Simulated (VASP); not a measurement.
Here is a VASP 6.6.1 calculation.

The input POSCAR:

```
CaO
1.0
   -0.0260643873      2.6064387314      2.6064387314
    2.6064387314     -0.0260643873      2.6064387314
    2.5803743441      2.5803743441      0.0000000000
Ca O
1 1
Direct
    0.0000000000      0.0000000000      0.0000000000
    0.2500000000      0.2500000000      0.2500000000
```

The input INCAR.step1:

```
SYSTEM = CaO
PREC = Accurate
ENCUT = 520
ISMEAR = 0
SIGMA = 0.05
LREAL = .FALSE.
LASPH = .TRUE.
NELM = 60
NBANDS = 15
GGA = PE
ALGO = Normal
EDIFF = 1E-4
LWAVE = .TRUE.
LCHARG = .FALSE.
```

File INCAR.step2:

```
SYSTEM = CaO
PREC = Accurate
ENCUT = 520
EDIFF = 1E-6
ISMEAR = 0
SIGMA = 0.05
LREAL = .FALSE.
LASPH = .TRUE.
NELM = 60
ALGO = Normal
ISIF = 2
LWAVE = .FALSE.
LCHARG = .FALSE.
METAGGA = R2SCAN
LMIXTAU = .TRUE.
NBANDS = 15
ISTART = 1
```

KPOINTS

```
regular mesh
0
G
  8 8 8
  0 0 0
```

Potentials or basis: VASP PAW PBE potentials, release 64 (Ca_sv, O).

Run with:

```bash
$ cat potpaw_PBE.64/Ca_sv/POTCAR potpaw_PBE.64/O/POTCAR > POTCAR
$ cp INCAR.step1 INCAR
$ mpirun -np 1 vasp_std > vasp.out
$ cp INCAR.step2 INCAR
$ mpirun -np 1 vasp_std > vasp.out
```

Problem. Estimate the largest force.

Solution. 0.127 eV/Å.

Problem. Estimate the band gap on the k mesh.

Solution. 3.72 eV (least direct gap 4.34 eV).

Problem. Predict the pressure.

Solution. 1.0 GPa.

Stress tensor (GPa, compression positive):
```
0.96 1.30 0.00
1.30 0.96 0.00
0.00 0.00 0.95
```

Caveat: the PAW data sets were made with another functional, which shifts forces and pressure a little. A k mesh can miss the band edges.
